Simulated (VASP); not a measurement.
## PbS: single point with PBE

Crystal: PbS.

```
Pb S
1.0
     0.00000    2.96500    2.96500
     2.96500    0.00000    2.96500
     2.96500    2.96500    0.00000
Pb S
1 1
Direct
  0.00000 0.00000 0.97615
  0.50000 0.50000 0.50000
```

This cell differs from its parent crystal: all Pb atoms moved -0.100 Å, as atom 1 along Cartesian [1 1 0].

| Quantity | Value |
| --- | --- |
| Program | VASP 6.6.1 |
| Task | single point |
| Functional | PBE |
| Potentials or basis | VASP PAW PBE potentials, release 64 (Pb_d, S) |
| Cutoff | 520 eV |
| k mesh | 10 × 10 × 10 |
| Occupations | gaussian, width 0.03 eV |
| Spin | no spin polarisation |
| Dipole correction | no |
| Further INCAR settings | ALGO = Normal; EDIFF = 1e-06; NBANDS = 17 |

* Pressure: 2.4 GPa
* Largest force: 0.068 eV/Å
* Band gap on the k mesh: 0.38 eV

Forces in eV/Å, atoms in the order of the input:
```
Pb   0.048  0.048  0.000
S   -0.048 -0.048  0.000
```

Stress tensor (GPa, compression positive):
```
2.43 0.05 0.00
0.05 2.43 0.00
0.00 0.00 2.22
```

Levels at points of the mesh, in eV from the valence-band top:
| k point | band 6 | band 7 | band 8 | band 9 | band 10 | band 11 | band 12 | band 13 | band 14 | band 15 |
| --- | --- | --- | --- | --- | --- | --- | --- | --- | --- | --- |
| (0.00, 0.00, 0.00) | -13.62 | -6.03 | -2.20 | -2.17 | -2.17 | 5.13 | 5.14 | 5.22 | 6.73 | 6.81 |
| (0.50, 0.00, 0.00) | -12.37 | -8.86 | -1.81 | -1.81 | 0.00 | 0.38 | 1.99 | 2.01 | 8.64 | 10.11 |
| (0.00, 0.00, 0.50) | -12.38 | -8.83 | -1.82 | -1.79 | -0.09 | 0.45 | 1.97 | 1.99 | 8.63 | 10.12 |
| (0.50, 0.50, 0.00) | -11.94 | -7.20 | -5.21 | -3.46 | -3.42 | 3.76 | 5.58 | 5.71 | 5.79 | 11.16 |
| (0.00, 0.50, 0.50) | -11.94 | -7.24 | -5.17 | -3.45 | -3.44 | 3.81 | 5.59 | 5.71 | 5.74 | 11.16 |

Run time: 2.2 min on 1 thread of Intel Xeon 8259CL (shared host), peak memory 0.28 GiB.

Caveat: the cell differs from its parent crystal (all Pb atoms moved -0.100 Å, as atom 1 along Cartesian [1 1 0]); spin-orbit coupling is left out, which moves the levels of the heavy elements. A k mesh can miss the band edges.
